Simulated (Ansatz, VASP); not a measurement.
**Two plane-wave programs on Nb**

```xyz
3
Lattice="5.0839 0.0000 0.0000 -2.5419 4.4028 0.0000 0.0000 0.0000 2.7855" Properties=species:S:1:pos:R:3 pbc="T T T"
Nb    5.0839    0.0000    0.0000
Nb    0.0000    2.9352    1.3927
Nb    2.5419    1.4676    1.3927
```

Alike in both runs: task single point; functional BLYP; k mesh 8 × 8 × 13; occupations fermi-dirac, width 0.1 eV; no spin polarisation.

```csv
,VASP,Ansatz
version,VASP 6.6.1,Ansatz 0.2.0
potentials or method,"VASP PAW PBE potentials, release 64 (Nb_sv), cutoff 520 eV","plane waves (420 eV) with PAW, scalar-relativistic"
valence electrons in the cell,39,39
```

Ansatz gave:

* pressure (GPa): -10.0
* traceless stress, the component that is largest in VASP (GPa): -1.49

Problem. What did VASP give for the same quantities?

Solution. Pressure (GPa): -10.0; traceless stress, the component that is largest in VASP (GPa): -1.52.

VASP's potentials were made for PBE, not for BLYP.
